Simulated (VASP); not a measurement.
# InGa3N (Pm-3m) in VASP: vibrations by perturbation theory with PBE

Aim: the vibrations by perturbation theory of InGa3N with PBE.

All numbers are computed with VASP 6.6.1; they aren't measurements. Logs are shortened: lines on timing, memory, paths and dates and some standing lists are left out, and cuts for length are marked.

## Step 1: The cell of the first run

The structure is cubic, space group Pm-3m (No. 221). Conventional cell: a = 4.460 Å, b = 4.460 Å, c = 4.460 Å, α = 90.00°, β = 90.00°, γ = 90.00°. In (site symmetry m-3m) has 12 Ga at 3.15 Å and 8 N at 3.86 Å within 4.1 Å. Within 2.9 Å of Ga (site symmetry 4/mmm) lie 2 N at 2.23 Å. N (site symmetry m-3m) has 6 Ga at 2.23 Å within 2.9 Å.

## Step 2: Vibrations by perturbation theory, PBE

Contents of INCAR:

```
ALGO = Normal ; EDIFF = 1E-8
ENCUT = 520 ; GGA = PE
IBRION = 8 ; ISIF = 2
ISMEAR = -1 ; LASPH = T
LCHARG = T ; LREAL = F
LWAVE = F ; NELM = 100
NSW = 1 ; PREC = Accurate
SIGMA = 0.15
```

Contents of KPOINTS:

```
k-points
0
Gamma
  8 8 8
```

Contents of POSCAR:

```
InGa3N
1.0
    4.4600834679      0.0000000000      0.0000000000
    0.0000000000      4.4600834679      0.0000000000
    0.0000000000      0.0000000000      4.4600834679
In Ga N
1 3 1
Direct
    0.0000000000      0.0000000000      0.0000000000
    0.5000000000      0.5000000000      0.0000000000
    0.0000000000      0.5000000000      0.5000000000
    0.5000000000      0.0000000000      0.5000000000
    0.5000000000      0.5000000000      0.5000000000
```

Potentials or basis: VASP PAW PBE potentials, release 64 (In_d, Ga_d, N).

On the command line:

```console
$ cat potpaw_PBE.64/In_d/POTCAR potpaw_PBE.64/Ga_d/POTCAR potpaw_PBE.64/N/POTCAR > POTCAR
$ mpirun -np 1 vasp_std > vasp.out
```

OUTCAR:

```text
EDIFF = 1E-8
   ENCUT = 520
   GGA = PE
   IBRION = 8
   ISIF = 2
   ISMEAR = -1
   LASPH = T
   LREAL = F
   NELM = 100
   NSW = 1
   PREC = Accurate

 ion  position               nearest neighbor table
   1  0.000  0.000  0.000-   2 3.15   3 3.15   4 3.15   3 3.15   4 3.15   2 3.15   3 3.15   3 3.15
                             2 3.15   4 3.15   4 3.15   2 3.15
   2  0.500  0.500  0.000-   5 2.23   5 2.23   1 3.15   1 3.15   1 3.15   1 3.15
   3  0.000  0.500  0.500-   5 2.23   5 2.23   1 3.15   1 3.15   1 3.15   1 3.15
   4  0.500  0.000  0.500-   5 2.23   5 2.23   1 3.15   1 3.15   1 3.15   1 3.15
   5  0.500  0.500  0.500-   2 2.23   3 2.23   4 2.23   2 2.23   4 2.23   3 2.23

  LATTYP: Found a simple cubic cell.
 ALAT       =     4.4600834679

  Lattice vectors:

 A1 = (   4.4600834679,   0.0000000000,   0.0000000000)
 A2 = (   0.0000000000,   4.4600834679,   0.0000000000)
 A3 = (   0.0000000000,   0.0000000000,   4.4600834679)

Analysis of symmetry for initial positions (statically):
=====================================================================
 Subroutine PRICEL returns:
 Original cell was already a primitive cell.

 Routine SETGRP: Setting up the symmetry group for a
 simple cubic supercell.

 Subroutine GETGRP returns: Found 48 space group operations
 (whereof 48 operations were pure point group operations)
 out of a pool of 48 trial point group operations.

The static configuration has the point symmetry O_h .

Analysis of symmetry for dynamics (positions and initial velocities):
=====================================================================
 Subroutine PRICEL returns:
 Original cell was already a primitive cell.

 Routine SETGRP: Setting up the symmetry group for a
 simple cubic supercell.

 Subroutine GETGRP returns: Found 48 space group operations
 (whereof 48 operations were pure point group operations)
 out of a pool of 48 trial point group operations.

The dynamic configuration has the point symmetry O_h .

 Subroutine INISYM returns: Found 48 space group operations
 (whereof 48 operations are pure point group operations),
 and found     1 'primitive' translations

----------------------------------------------------------------------------------------

                                     Primitive cell

  volume of cell :      88.7215

  direct lattice vectors                    reciprocal lattice vectors
     4.460083468  0.000000000  0.000000000     0.224211051  0.000000000  0.000000000
     0.000000000  4.460083468  0.000000000     0.000000000  0.224211051  0.000000000
     0.000000000  0.000000000  4.460083468     0.000000000  0.000000000  0.224211051

  length of vectors
     4.460083468  4.460083468  4.460083468     0.224211051  0.224211051  0.224211051

  position of ions in fractional coordinates (direct lattice)
     0.000000000  0.000000000  0.000000000
     0.500000000  0.500000000  0.000000000
     0.000000000  0.500000000  0.500000000
     0.500000000  0.000000000  0.500000000
     0.500000000  0.500000000  0.500000000
[... 1028 lines left out ...]

  FORCE on cell =-STRESS in cart. coord.  units (eV):
  Direction    XX          YY          ZZ          XY          YZ          ZX
  --------------------------------------------------------------------------------------
  -------------------------------------------------------------------------------------
  Total        0.0801245      0.0801245      0.0801245      0.0000000      0.0000000     -0.0000000
  in kB        1.4469278      1.4469278      1.4469278      0.0000000      0.0000000     -0.0000000
  external PRESSURE =       1.4469278 kB  Pullay stress =       0.0000000 kB

 VOLUME and BASIS-vectors are now :
 -----------------------------------------------------------------------------
  energy-cutoff  :      520.00
  volume of cell :       88.72
      direct lattice vectors                 reciprocal lattice vectors
     4.460083468  0.000000000  0.000000000     0.224211051  0.000000000  0.000000000
     0.000000000  4.460083468  0.000000000     0.000000000  0.224211051  0.000000000
     0.000000000  0.000000000  4.460083468     0.000000000  0.000000000  0.224211051

 POSITION                                       TOTAL-FORCE (eV/Angst)
 -----------------------------------------------------------------------------------
      0.00000      0.00000      0.00000         0.000000      0.000000      0.000000
      2.23004      2.23004      0.00000         0.000000      0.000000      0.000000
      0.00000      2.23004      2.23004         0.000000      0.000000      0.000000
      2.23004      0.00000      2.23004         0.000000      0.000000      0.000000
      2.23004      2.23004      2.23004         0.000000      0.000000      0.000000
 -----------------------------------------------------------------------------------
    total drift:                                0.000000      0.000000      0.000000

  FREE ENERGIE OF THE ION-ELECTRON SYSTEM (eV)
  ---------------------------------------------------
  free  energy   TOTEN  =       -17.7352151323 eV

  energy  without entropy=      -17.5871904969  energy(sigma->0) =      -17.66120281

[... ionic steps 2 to 15 ...]

--------------------------------------- Ionic step       16  -------------------------------------------

 Free energy of the ion-electron system (eV)
  ---------------------------------------------------
  ---------------------------------------------------
  free energy    TOTEN  =        -0.23269518 eV

  energy without entropy =       -0.23269515

------------------------ aborting loop because EDIFF is reached ----------------------------------------

 INTERNAL STRAIN TENSOR  FOR ION    5  DIRECTION 1   (eV/Angst):
 -----------------------------------------------------------------------------
     0.07570 -0.00000  0.00000
     0.00000  0.00953  0.00000
    -0.00000  0.00000  0.00953

 INTERNAL STRAIN TENSOR FOR ION    5 for displacements in x,y,z  (eV/Angst):
          X           Y           Z          XY          YZ          ZX
  --------------------------------------------------------------------------------
  x     0.00000     0.00000     0.00000     0.00000     0.00000     0.00000
  y     0.00000     0.00000     0.00000     0.00000     0.00000     0.00000
  z     0.00000     0.00000     0.00000     0.00000     0.00000     0.00000

 SECOND DERIVATIVES (NOT SYMMETRIZED)
 ------------------------------------
               1X          1Y          1Z          2X          2Y          2Z          3X          3Y          3Z          4X          4Y          4Z          5X          5Y          5Z
  1X    -2.505218   -0.000000    0.000000    0.941178    0.000000   -0.000000   -0.460547   -0.000000   -0.000000    0.941178   -0.000000    0.000000    1.083409    0.000000    0.000000
  1Y    -0.000000   -2.505218    0.000000    0.000000    0.941178   -0.000000   -0.000000    0.941178    0.000000   -0.000000   -0.460547   -0.000000   -0.000000    1.083409    0.000000
  1Z    -0.000000    0.000000   -2.505218    0.000000    0.000000   -0.460547    0.000000    0.000000    0.941178    0.000000    0.000000    0.941178    0.000000   -0.000000    1.083409
  2X     0.936268    0.000000    0.000000   -0.453804    0.000000    0.000000    1.366736    0.000000    0.000000   -0.727162    0.000000    0.000000   -1.122037    0.000000    0.000000
  2Y     0.000000    0.936268    0.000000    0.000000   -0.453804    0.000000    0.000000   -0.727162    0.000000    0.000000    1.366736    0.000000    0.000000   -1.122037    0.000000
  2Z     0.000000   -0.000000   -0.471672    0.000000    0.000000   -3.369353    0.000000    0.000000    1.359557    0.000000    0.000000    1.359557   -0.000000   -0.000000    1.121911
  3X    -0.471672   -0.000000   -0.000000    1.359557   -0.000000   -0.000000   -3.369353    0.000000    0.000000    1.359557   -0.000000    0.000000    1.121911    0.000000   -0.000000
  3Y     0.000000    0.936268    0.000000    0.000000   -0.727162    0.000000    0.000000   -0.453804    0.000000    0.000000    1.366736    0.000000    0.000000   -1.122037    0.000000
  3Z     0.000000    0.000000    0.936268    0.000000    0.000000    1.366736    0.000000    0.000000   -0.453804    0.000000    0.000000   -0.727162    0.000000    0.000000   -1.122037
  4X     0.936268    0.000000    0.000000   -0.727162    0.000000    0.000000    1.366736    0.000000    0.000000   -0.453804    0.000000    0.000000   -1.122037    0.000000    0.000000
  4Y    -0.000000   -0.471672   -0.000000    0.000000    1.359557    0.000000   -0.000000    1.359557    0.000000    0.000000   -3.369353    0.000000    0.000000    1.121911    0.000000
  4Z     0.000000    0.000000    0.936268    0.000000    0.000000    1.366736    0.000000    0.000000   -0.727162    0.000000    0.000000   -0.453804    0.000000    0.000000   -1.122037
  5X     1.081219    0.000000   -0.000000   -1.121338   -0.000000   -0.000000    1.130567    0.000000   -0.000000   -1.121338    0.000000    0.000000    0.030890   -0.000000    0.000000
  5Y     0.000000    1.081219   -0.000000   -0.000000   -1.121338   -0.000000    0.000000   -1.121338    0.000000    0.000000    1.130567   -0.000000   -0.000000    0.030890    0.000000
  5Z     0.000000    0.000000    1.081219    0.000000    0.000000    1.130567    0.000000   -0.000000   -1.121338   -0.000000    0.000000   -1.121338   -0.000000   -0.000000    0.030890

 Eigenvectors and eigenvalues of the dynamical matrix
 ----------------------------------------------------

   1 f  =    5.100963 THz    32.050294 2PiTHz  170.149801 cm-1    21.095877 meV
             X         Y         Z           dx          dy          dz
      0.000000  0.000000  0.000000     0.000018   -0.031054    0.294135
      2.230042  2.230042  0.000000    -0.000023    0.039326    0.597685
      0.000000  2.230042  2.230042     0.000036    0.039326   -0.372489
      2.230042  0.000000  2.230042    -0.000023   -0.063102   -0.372489
      2.230042  2.230042  2.230042    -0.000031    0.054629   -0.517433
[... 105 lines left out ...]
  15 f/i=    3.425558 THz    21.523415 2PiTHz  114.264312 cm-1    14.166963 meV
             X         Y         Z           dx          dy          dz
      0.000000  0.000000  0.000000    -0.004525    0.128412   -0.140947
      2.230042  2.230042  0.000000     0.008921   -0.253170   -0.104381
      0.000000  2.230042  2.230042    -0.003351   -0.253170    0.277882
      2.230042  0.000000  2.230042     0.008921    0.095098    0.277882
      2.230042  2.230042  2.230042    -0.019287    0.547347   -0.600773

--------------------------------------------------------------------------------------------------------

 ELASTIC MODULI CONTR FROM IONIC RELAXATION (kBar)
 Direction    XX          YY          ZZ          XY          YZ          ZX
 --------------------------------------------------------------------------------
 XX           0.0000      0.0000      0.0000      0.0000      0.0000      0.0000
 YY           0.0000      0.0000      0.0000      0.0000      0.0000      0.0000
 ZZ           0.0000      0.0000      0.0000      0.0000      0.0000      0.0000
 XY           0.0000      0.0000      0.0000      0.0000      0.0000      0.0000
 YZ           0.0000      0.0000      0.0000      0.0000      0.0000      0.0000
 ZX           0.0000      0.0000      0.0000      0.0000      0.0000      0.0000
 --------------------------------------------------------------------------------
```

Run time: 1.9 h. Hardware: 1 thread of Oxide Virtual Turin-like, shared host; peak memory 0.8 GiB.

What came out:

| Item | Value |
| --- | --- |
| Highest phonon frequency at Γ, LO-TO splitting left out | 170 cm⁻¹ |
| Most unstable mode | 114i cm⁻¹ |

Phonon frequencies in cm⁻¹ (negative: imaginary):
```
              q point                                            frequencies
(0.000, 0.000, 0.000)  -114 -114 -114 -33 -33 -33 0 0 0 85 85 85 170 170 170
```

Caveat: some modes are imaginary; spin-orbit coupling is left out, which moves the levels of the heavy elements.
